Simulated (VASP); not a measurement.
# HgTe (Coloradoite) (F-43m) in VASP: a series of runs, part 2 of 2

VASP 6.6.1. Earlier steps stand in the parts before.

### 4 Single point, r2SCAN

This run uses another cell than the first one, of 35.48 Å³/atom, 1.042 times its volume.

The input, POSCAR:

```
HgTe
1.0
    0.0000000000      3.2860425973      3.2860425973
    3.2860425973      0.0000000000      3.2860425973
    3.2860425973      3.2860425973      0.0000000000
Hg Te
1 1
Direct
    0.0000000000      0.0000000000      0.0000000000
    0.2500000000      0.2500000000      0.2500000000
```

The input, INCAR.step1:

```
SYSTEM = HgTe
ALGO     = Normal         ! electronic algorithm
EDIFF    = 1E-4           ! SCF threshold, eV
ENCUT    = 520            ! plane-wave cutoff, eV
GGA      = PE             ! functional
ISMEAR   = -1             ! smearing method
LASPH    = .TRUE.         ! aspherical terms in the spheres
LCHARG   = .FALSE.        ! write CHGCAR
LREAL    = .FALSE.        ! projectors in reciprocal space
LWAVE    = .TRUE.         ! write WAVECAR
NBANDS   = 16             ! bands
NELM     = 100            ! most SCF steps
PREC     = Accurate       ! precision mode
SIGMA    = 0.1            ! smearing width, eV
```

The input, INCAR.step2:

```
SYSTEM = HgTe
ALGO     = Normal         ! electronic algorithm
EDIFF    = 1E-6           ! SCF threshold, eV
ENCUT    = 520            ! plane-wave cutoff, eV
ISIF     = 2              ! what is computed and relaxed
ISMEAR   = -1             ! smearing method
ISTART   = 1            
LASPH    = .TRUE.         ! aspherical terms in the spheres
LCHARG   = .FALSE.        ! write CHGCAR
LMIXTAU  = .TRUE.       
LREAL    = .FALSE.        ! projectors in reciprocal space
LWAVE    = .FALSE.        ! write WAVECAR
METAGGA  = R2SCAN         ! meta-GGA
NBANDS   = 16             ! bands
NELM     = 100            ! most SCF steps
PREC     = Accurate       ! precision mode
SIGMA    = 0.1            ! smearing width, eV
```

The input, KPOINTS:

```
k-points
0
G
  9 9 9
  0 0 0
```

Potentials or basis: VASP PAW PBE potentials, release 64 (Hg, Te).

Command:

```sh
> cat potpaw_PBE.64/Hg/POTCAR potpaw_PBE.64/Te/POTCAR > POTCAR
> cp INCAR.step1 INCAR
> mpirun -np 1 vasp_std > vasp.out
> cp INCAR.step2 INCAR
> mpirun -np 1 vasp_std > vasp.out
```

OUTCAR:

```text
SYSTEM = HgTe
   EDIFF = 1E-6
   ENCUT = 520
   ISIF = 2
   ISMEAR = -1
   ISTART = 1
   LASPH = .TRUE.
   LREAL = .FALSE.
   METAGGA = R2SCAN
   NELM = 100
   PREC = Accurate

 ion  position               nearest neighbor table
   1  0.000  0.000  0.000-   2 2.85   2 2.85   2 2.85   2 2.85
   2  0.250  0.250  0.250-   1 2.85   1 2.85   1 2.85   1 2.85

  LATTYP: Found a face centered cubic cell.
 ALAT       =     6.5720851946

  Lattice vectors:

 A1 = (   0.0000000000,   3.2860425973,   3.2860425973)
 A2 = (   3.2860425973,   0.0000000000,   3.2860425973)
 A3 = (   3.2860425973,   3.2860425973,   0.0000000000)

Analysis of symmetry for initial positions (statically):
=====================================================================
 Subroutine PRICEL returns:
 Original cell was already a primitive cell.

 Routine SETGRP: Setting up the symmetry group for a
 face centered cubic supercell.

 Subroutine GETGRP returns: Found 24 space group operations
 (whereof 24 operations were pure point group operations)
 out of a pool of 48 trial point group operations.

The static configuration has the point symmetry T_d .

Analysis of symmetry for dynamics (positions and initial velocities):
=====================================================================
 Subroutine PRICEL returns:
 Original cell was already a primitive cell.

 Routine SETGRP: Setting up the symmetry group for a
 face centered cubic supercell.

 Subroutine GETGRP returns: Found 24 space group operations
 (whereof 24 operations were pure point group operations)
 out of a pool of 48 trial point group operations.

The dynamic configuration has the point symmetry T_d .

 Subroutine INISYM returns: Found 24 space group operations
 (whereof 24 operations are pure point group operations),
 and found     1 'primitive' translations

----------------------------------------------------------------------------------------

                                     Primitive cell

  volume of cell :      70.9659

  direct lattice vectors                    reciprocal lattice vectors
     0.000000000  3.286042597  3.286042597    -0.152158709  0.152158709  0.152158709
     3.286042597  0.000000000  3.286042597     0.152158709 -0.152158709  0.152158709
     3.286042597  3.286042597  0.000000000     0.152158709  0.152158709 -0.152158709

  length of vectors
     4.647166008  4.647166008  4.647166008     0.263546615  0.263546615  0.263546615

  position of ions in fractional coordinates (direct lattice)
     0.000000000  0.000000000  0.000000000
     0.250000000  0.250000000  0.250000000

  ion indices of the primitive-cell ions
   primitive index   ion index
                 1           1
                 2           2

----------------------------------------------------------------------------------------

 KPOINTS: k-points

Automatic generation of k-mesh.
 Grid dimensions read from file:
 generate k-points for:    9    9    9

 Generating k-lattice:

  Cartesian coordinates                     Fractional coordinates (reciprocal lattice)
    -0.016906523  0.016906523  0.016906523     0.111111111  0.000000000  0.000000000
     0.016906523 -0.016906523  0.016906523     0.000000000  0.111111111  0.000000000
     0.016906523  0.016906523 -0.016906523     0.000000000  0.000000000  0.111111111

  Length of vectors
     0.029282957  0.029282957  0.029282957

  Shift w.r.t. Gamma in fractional coordinates (k-lattice)
     0.000000000  0.000000000  0.000000000

 Subroutine IBZKPT returns following result:
 ===========================================

 Found     35 irreducible k-points:

 Following reciprocal coordinates:
            Coordinates               Weight
  0.000000  0.000000  0.000000      1.000000
  0.111111  0.000000  0.000000      8.000000
  0.222222  0.000000  0.000000      8.000000
  0.333333  0.000000  0.000000      8.000000
  0.444444  0.000000  0.000000      8.000000
  0.111111  0.111111  0.000000      6.000000
[... 16 lines left out ...]
 -0.333333  0.333333  0.000000     12.000000
  0.444444  0.444444  0.000000      6.000000
 [... further k-points ...]
   k-points           NKPTS =     35   k-points in BZ     NKDIM =     35   number of bands    NBANDS=     16
   number of dos      NEDOS =    301   number of ions     NIONS =      2
   total plane-waves  NPLWV =  46656
   dimension x,y,z NGX =    36 NGY =   36 NGZ =   36
   dimension x,y,z NGXF=    72 NGYF=   72 NGZF=   72
   ions per type =               1   1
   NGX,Y,Z   is equivalent  to a cutoff of  12.88, 12.88, 12.88 a.u.
   NGXF,Y,Z  is equivalent  to a cutoff of  25.76, 25.76, 25.76 a.u.
 SYSTEM =  HgTe
   PREC   = accura    normal or accurate (medium, high low for compatibility)
   ISTART =      1    job   : 0-new  1-cont  2-samecut
   ICHARG =      0    charge: 1-file 2-atom 10-const
   ISPIN  =      1    spin polarized calculation?
   LNONCOLLINEAR =      F non collinear calculations
   LSORBIT =      F    spin-orbit coupling
   LASPH  =      T    aspherical Exc in radial PAW
   ENCUT  =  520.0 eV  38.22 Ry    6.18 a.u.   8.64  8.64  8.64*2*pi/ulx,y,z
   NELM   =    100;   NELMIN=  2; NELMDL=  0     # of ELM steps
   EDIFF  = 0.1E-05   stopping-criterion for ELM
   LREAL  =      F    real-space projection
   EDIFFG = 0.1E-04   stopping-criterion for IOM
   NSW    =      0    number of steps for IOM
   IBRION =     -1    ionic relax: 0-MD 1-quasi-New 2-CG
   NFREE  =      0    steps in history (QN), initial steepest desc. (CG)
   ISIF   =      2    stress and relaxation
   ISYM   =      2    0-nonsym 1-usesym 2-fastsym
   POTIM  = 0.5000    time-step for ionic-motion
   TEBEG  =    0.0;   TEEND  =   0.0 temperature during run
   PSTRESS=    0.0 pullay stress
   NELECT =      18.0000    total number of electrons
   NUPDOWN=      -1.0000    fix difference up-down
   EMIN   =  10.00;   EMAX   =-10.00  energy-range for DOS
   EFERMI =   0.00;   METHOD = LEGACY
   ISMEAR =    -1;   SIGMA  =   0.10  broadening in eV -4-tet -1-fermi 0-gaus
   EFERMI_NEDOS =   21; number of points for ismear=-14 and -15
   IALGO  =     38    algorithm
   IMIX   =      4    mixing-type and parameters
     AMIX     =   0.40;   BMIX     =  1.00
     AMIX_MAG =   1.60;   BMIX_MAG =  1.00
  volume/ion in A,a.u.               =      35.48       239.45
  Fermi-wavevector in a.u.,A,eV,Ry     =   1.036293  1.958309 14.611334  1.073903
  Thomas-Fermi vector in A             =   2.170677
   LORBIT       =      0    0 simple, 1 ext, 2 COOP (PROOUT), +10 PAW based schemes
   METAGGA = R2SCAN    functional components
   LHFCALC =     F    Hartree Fock is set to
   AEXX    =    0.0000 exact exchange contribution
   IVDW    =     0    specifies the selected vdW correction
   LEPSILON=     F    determine dielectric tensor
   LRPA    =     F    only Hartree local field effects (RPA)
 non-spin polarized calculation
  energy-cutoff  :      520.00
  volume of cell :       70.97
 maximum number of plane-waves:      1932
   NGX = 17   NGY = 17   NGZ = 17

 number of electron      18.0000001 magnetization

 Free energy of the ion-electron system (eV)
  ---------------------------------------------------
  ext. energy  EPLUGINS =         0.00000000
  ---------------------------------------------------
  free energy    TOTEN  =       -75.16451764 eV

  energy without entropy =      -75.16305223  energy(sigma->0) =      -75.16378493

 E-fermi :   2.5708     XC(G=0):  -9.0788

 val. band max:        2.3482861529   @ k =   0.0000   0.0000   0.0000
 cond. band min:       3.0642823196   @ k =   0.1111   0.0000   0.0000
 fundamental gap:      0.7159961667
 Fermi energy:         2.5707618487

 k-point     1 :       0.0000    0.0000    0.0000
  band No.  band energies     occupation
      1      -9.6992      2.00000
      2      -5.0073      2.00000
      3      -5.0073      2.00000
      4      -5.0073      2.00000
      5      -4.4960      2.00000
      6      -4.4960      2.00000
[... 8 lines left out ...]
     15      12.3216      0.00000
     16      12.3216      0.00000

 k-point     2 :       0.1111    0.0000    0.0000
  band No.  band energies     occupation
      1      -9.6409      2.00000
      2      -4.9910      2.00000
      3      -4.9910      2.00000
      4      -4.9814      2.00000
      5      -4.4974      2.00000
      6      -4.4974      2.00000
[... 8 lines left out ...]
     15      11.6138      0.00000
     16      11.6138      0.00000
[... 387 lines left out ...]
      5      -4.4871      2.00000
      6      -4.0688      2.00000
[... 8 lines left out ...]
     15      11.8228      0.00000
     16      14.5746      0.00000

 k-point    24 :       0.4444    0.4444    0.0000
  band No.  band energies     occupation
      1      -8.9958      2.00000
      2      -4.7981      2.00000
      3      -4.6984      2.00000
      4      -4.6984      2.00000
      5      -4.4396      2.00000
      6      -4.1572      2.00000
[... 8 lines left out ...]
     15      13.1135      0.00000
     16      14.5637      0.00000

 [... further k-points ...]
[... 5 lines left out ...]
  --------------------------------------------------------------------------------------
  -------------------------------------------------------------------------------------
  Total        0.0347935      0.0347935      0.0347935     -0.0000000     -0.0000000      0.0000000
  in kB        0.7855245      0.7855245      0.7855245     -0.0000000     -0.0000000      0.0000000
  external PRESSURE =       0.7855245 kB  Pullay stress =       0.0000000 kB

 VOLUME and BASIS-vectors are now :
 -----------------------------------------------------------------------------
  energy-cutoff  :      520.00
  volume of cell :       70.97
      direct lattice vectors                 reciprocal lattice vectors
     0.000000000  3.286042597  3.286042597    -0.152158709  0.152158709  0.152158709
     3.286042597  0.000000000  3.286042597     0.152158709 -0.152158709  0.152158709
     3.286042597  3.286042597  0.000000000     0.152158709  0.152158709 -0.152158709

 POSITION                                       TOTAL-FORCE (eV/Angst)
 -----------------------------------------------------------------------------------
      0.00000      0.00000      0.00000         0.000000      0.000000      0.000000
      1.64302      1.64302      1.64302        -0.000000     -0.000000     -0.000000
 -----------------------------------------------------------------------------------
    total drift:                                0.000000      0.000000      0.000000

  FREE ENERGIE OF THE ION-ELECTRON SYSTEM (eV)
  ---------------------------------------------------
  free  energy   TOTEN  =       -75.1645176396 eV

  energy  without entropy=      -75.1630522275  energy(sigma->0) =      -75.16378493
```

Run time: 59 s. Hardware: 1 thread of Intel Xeon 6975P-C (Granite Rapids), shared host; peak memory 0.23 GiB.

What came out:

```
Free energy            : -75.1645 eV
Pressure               : 0.1 GPa
Band gap on the k mesh : zero (filled and empty bands touch)
```

Levels at points of the mesh, in eV from the Fermi level:
```csv
k point,band 7,band 8,band 9,band 10,band 11,band 12
"(0.00, 0.00, 0.00)",-0.77,-0.22,-0.22,-0.22,4.44,4.44
```

Caveat: the PAW data sets were made with another functional, which shifts forces and pressure a little; spin-orbit coupling is left out, which moves the levels of the heavy elements.

### 5 Single point, r2SCAN

This run uses another cell than the first one, of 35.48 Å³/atom, 1.042 times its volume.

The input, POSCAR:

```
HgTe
1.0
    0.0000000000      3.2860426000      3.2860426000
    3.2860426000      0.0000000000      3.2860426000
    3.2860426000      3.2860426000      0.0000000000
Hg Te
1 1
Direct
    0.0000000000      0.0000000000      0.0000000000
    0.2500000000      0.2500000000      0.2500000000
```

The input, INCAR.step1:

```
SYSTEM = HgTe
PREC = Accurate
ENCUT = 520
ISMEAR = -1
SIGMA = 0.1
LREAL = .False.
LASPH = .True.
NELM = 60
NBANDS = 16
GGA = PE
ALGO = Normal
EDIFF = 1E-4
LWAVE = .True.
LCHARG = .False.
```

The input, INCAR.step2:

```
SYSTEM = HgTe
PREC = Accurate
ENCUT = 520
EDIFF = 1E-7
ISMEAR = -1
SIGMA = 0.1
LREAL = .False.
LASPH = .True.
NELM = 60
ALGO = Normal
ISIF = 2
LWAVE = .False.
LCHARG = .False.
METAGGA = R2SCAN
LMIXTAU = .True.
NBANDS = 16
ISTART = 1
```

The input, KPOINTS:

```
Automatic mesh
0
Gamma
  9 9 9
  0 0 0
```

Command:

```sh
> cat potpaw_PBE.64/Hg/POTCAR potpaw_PBE.64/Te/POTCAR > POTCAR
> cp INCAR.step1 INCAR
> mpirun -np 1 vasp_std > vasp.out
> cp INCAR.step2 INCAR
> mpirun -np 1 vasp_std > vasp.out
```

Run time: 71 s. Hardware: 1 thread of Intel Xeon 6975P-C (Granite Rapids), shared host; peak memory 0.24 GiB.

It converged, with:

* Free energy: -75.1645 eV
* Pressure: 0.1 GPa
* Band gap on the k mesh: zero (filled and empty bands touch)

Levels at points of the mesh, in eV from the Fermi level:
| k point | band 6 | band 7 | band 8 | band 9 | band 10 | band 11 | band 12 | band 13 |
| --- | --- | --- | --- | --- | --- | --- | --- | --- |
| (0.00, 0.00, 0.00) | -7.07 | -0.77 | -0.22 | -0.22 | -0.22 | 4.44 | 4.44 | 4.44 |

Caveat: the PAW data sets were made with another functional, which shifts forces and pressure a little; spin-orbit coupling is left out, which moves the levels of the heavy elements.

### 6 The runs side by side

| cell | gap on the mesh (eV) | pressure (GPa) |
| --- | --- | --- |
| a = 4.584 Å, angles 60.0°, 2 atoms | none | 1.9 |
| a = 4.616 Å, angles 60.0°, 2 atoms | none | 0.9 |
| a = 4.647 Å, angles 60.0°, 2 atoms | none | 0.1 |

Alike in all rows: task single point; level r2SCAN; potentials or basis VASP PAW PBE potentials, release 64 (Hg, Te); no spin polarisation; k mesh 9 × 9 × 9; cutoff (eV) 520; smearing fermi-dirac 0.1 eV.

Caveats: the PAW data sets were made with another functional, which shifts forces and pressure a little; spin-orbit coupling is left out, which moves the levels of the heavy elements.

Total energies depend on the potentials used, so only differences within one code and one set of settings carry meaning.
